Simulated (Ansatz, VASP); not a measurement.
# Pt: VASP beside Ansatz

INCAR

```
SYSTEM = Pt
ALGO = Normal ; EDIFF = 1E-6
ENCUT = 520 ; GGA = PE
GGA_COMPAT = .FALSE. ; ISIF = 2
ISMEAR = -1 ; LASPH = .TRUE.
LCHARG = .FALSE. ; LMAXMIX = 4
LORBIT = 11 ; LORBMOM = .TRUE.
LREAL = .FALSE. ; LSORBIT = .TRUE.
LWAVE = .FALSE. ; MAGMOM = 0 0 0
NBANDS = 21 ; NELM = 150
PREC = Accurate ; SIGMA = 0.025
```

KPOINTS

```
k-points
0
G
  16 16 16
  0 0 0
```

POSCAR

```
Pt
1.0
    0.0000000000      1.9609000000      1.9609000000
    1.9609000000      0.0000000000      1.9609000000
    1.9609000000      1.9609000000      0.0000000000
Pt
1
Direct
    0.0000000000      0.0000000000      0.0000000000
```

Input for Ansatz:

```yaml
crystal:
  lattice:
    - [0.0, 1.9609, 1.9609]
    - [1.9609, 0.0, 1.9609]
    - [1.9609, 1.9609, 0.0]
  atoms:
    - { symbol: Pt, position: [0.0, 0.0, 0.0] }
scf:
  occupations: { method: fermi_dirac, width: 0.025 }
output:
  forces: false
  stress: false
  eigenvalues: true
  optics:
    e_range: [0, 10]
    de: 0.04
    sigma: 0.1
    bands: { spectra_wanted_up_to: 10 }
    drude_damping: 0.05
    nscf_kmesh: { grid: [25, 25, 25] }
  write_density: true
  write_potential: true
  elf: true
  volumetric_format: npy
kpoints:
  mp_grid: { grid: [16, 16, 16] }
  band_path:
    path:
      - [[0.0, 0.0, 0.0], [0.5, 0.0, 0.5], [0.625, 0.25, 0.625]]
      - [[0.375, 0.375, 0.75], [0.0, 0.0, 0.0], [0.5, 0.5, 0.5], [0.5, 0.25, 0.75], [0.5, 0.0, 0.5]]
    npoints: 16
magnetization:
  noncollinear: true
  spin_orbit: true
```

Alike in both runs: task single point; functional PBE; k mesh 16 × 16 × 16; occupations fermi-dirac, width 0.025 eV; non-collinear spin, spin-orbit coupling.

|  | VASP | Ansatz |
| --- | --- | --- |
| version | VASP 6.6.1 | Ansatz 0.2.0 |
| potentials or method | VASP PAW PBE potentials, release 64 (Pt) | plane waves, PAW |
| plane-wave cutoff (eV) | 520 | 420 |
| valence electrons in the cell | 10 | 18 |

```csv
,VASP,Ansatz,Ansatz less VASP
net moment per atom (μB),0.00,0.00,0.000
```

With one functional, cell and mesh, what is left measures potentials, basis and numerics. VASP's potentials hold 10 valence electrons a cell and Ansatz's 18, so a difference there can come from the potentials and not from the codes. Ansatz's warnings: optics on partly filled bands.
